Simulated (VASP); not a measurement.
Here is a VASP 6.6.1 calculation.

The input POSCAR:

```
Ru
1.0
    2.7023482492      0.0000000000      0.0000000000
   -1.3511741246      2.3403022337      0.0000000000
    0.0000000000      0.0000000000      4.2659655209
Ru
2
Direct
    0.3333333333      0.6666666667      0.2500000000
    0.6666666667      0.3333333333      0.7500000000
```

INCAR.step1

```
ALGO     = Normal         # electronic algorithm
EDIFF    = 1E-5           # SCF threshold, eV
ENCUT    = 620            # plane-wave cutoff, eV
GGA      = PE             # functional
GGA_COMPAT= False        
ISMEAR   = 0              # smearing method
LASPH    = True           # aspherical terms in the spheres
LCHARG   = False          # write CHGCAR
LREAL    = False          # projectors in reciprocal space
LWAVE    = True           # write WAVECAR
NBANDS   = 23             # bands
NELM     = 120            # most SCF steps
PREC     = Accurate       # precision mode
SIGMA    = 0.1            # smearing width, eV
```

File INCAR.step2:

```
ALGO     = Normal         # electronic algorithm
EDIFF    = 1E-6           # SCF threshold, eV
ENCUT    = 620            # plane-wave cutoff, eV
GGA_COMPAT= False        
ISIF     = 2              # what is computed and relaxed
ISMEAR   = 0              # smearing method
ISTART   = 1            
LASPH    = True           # aspherical terms in the spheres
LCHARG   = True           # write CHGCAR
LELF     = True           # ELF
LMIXTAU  = True         
LREAL    = False          # projectors in reciprocal space
LVHAR    = True         
LWAVE    = False          # write WAVECAR
METAGGA  = R2SCAN         # meta-GGA
NBANDS   = 23             # bands
NELM     = 120            # most SCF steps
PREC     = Accurate       # precision mode
SIGMA    = 0.1            # smearing width, eV
```

The input KPOINTS:

```
k-points
0
Gamma
  18 18 10
```

Potentials or basis: VASP PAW PBE potentials, release 64 (Ru_sv).

The run is started by

```bash
$ cat potpaw_PBE.64/Ru_sv/POTCAR > POTCAR
$ cp INCAR.step1 INCAR
$ mpirun -np 1 vasp_std > vasp.out
$ cp INCAR.step2 INCAR
$ mpirun -np 1 vasp_std > vasp.out
```

(1) Predict the pressure.

(2) What does it give for the band gap on the k mesh?

## Answers

(1) 0.1 GPa.

(2) zero (bands 16 and 17 overlap by 3.29 eV).

Caveat: the PAW data sets were made with another functional, which shifts forces and pressure a little.
